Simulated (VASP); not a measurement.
# Si2GeN: single point with PBE

Si2GeN:

```
Si Ge N
1.0
     3.62863    0.00000    0.00000
     0.00000    3.62863    0.00000
     0.00000    0.00000    4.67556
Si Ge N
2 1 1
Direct
  0.50000 0.00000 0.81885
  0.00000 0.50000 0.18115
  0.00000 0.00000 0.50000
  0.50000 0.50000 0.00000
```

The cell was built from a structure type or drawn by symmetry, and may not be a known phase.

```yaml
Program: VASP 6.6.1
Task: single point
Functional: PBE
Potentials_or_basis: VASP PAW PBE potentials, release 64 (Si, Ge_d, N)
Cutoff: 520 eV
k_mesh: 12 × 12 × 10
Occupations: gaussian, width 0.1 eV
Spin: no spin polarisation
Dipole_correction: no
Further_INCAR_settings: ALGO = Normal; EDIFF = 1e-06; NBANDS = 22
```

```yaml
Pressure: -0.1 GPa
Largest_force: 0.021 eV/Å
Band_gap_on_the_k_mesh: zero (an odd number of electrons rules out a gap without spin polarisation)
```

Forces in eV/Å, atoms in the order of the input:
```
Si   0.000  0.000 -0.021
Si   0.000  0.000  0.021
Ge   0.000  0.000  0.000
N    0.000  0.000  0.000
```

Levels at points of the mesh, in eV from the Fermi level:
| k point | band 11 | band 12 | band 13 | band 14 | band 15 | band 16 | band 17 | band 18 |
| --- | --- | --- | --- | --- | --- | --- | --- | --- |
| (0.00, 0.00, 0.00) | -2.73 | -1.92 | -0.50 | -0.50 | 0.01 | 2.95 | 3.70 | 3.70 |
| (0.50, 0.00, 0.00) | -4.83 | -4.55 | -1.14 | -0.06 | 1.38 | 3.42 | 4.19 | 5.37 |
| (0.50, 0.50, 0.00) | -4.01 | -4.01 | -2.80 | -0.67 | 0.80 | 1.71 | 1.71 | 4.70 |
| (0.00, 0.00, 0.50) | -4.36 | -1.24 | -1.24 | -0.35 | -0.02 | 3.96 | 4.20 | 4.29 |
| (0.50, 0.00, 0.50) | -2.85 | -2.51 | -1.56 | -0.61 | 2.36 | 2.89 | 4.17 | 4.45 |
| (0.50, 0.50, 0.50) | -5.44 | -5.24 | -5.24 | 3.07 | 3.07 | 3.35 | 4.98 | 5.17 |

It took 3.5 min on 1 thread of Intel Xeon 8259CL (shared host), peak memory 0.34 GiB.
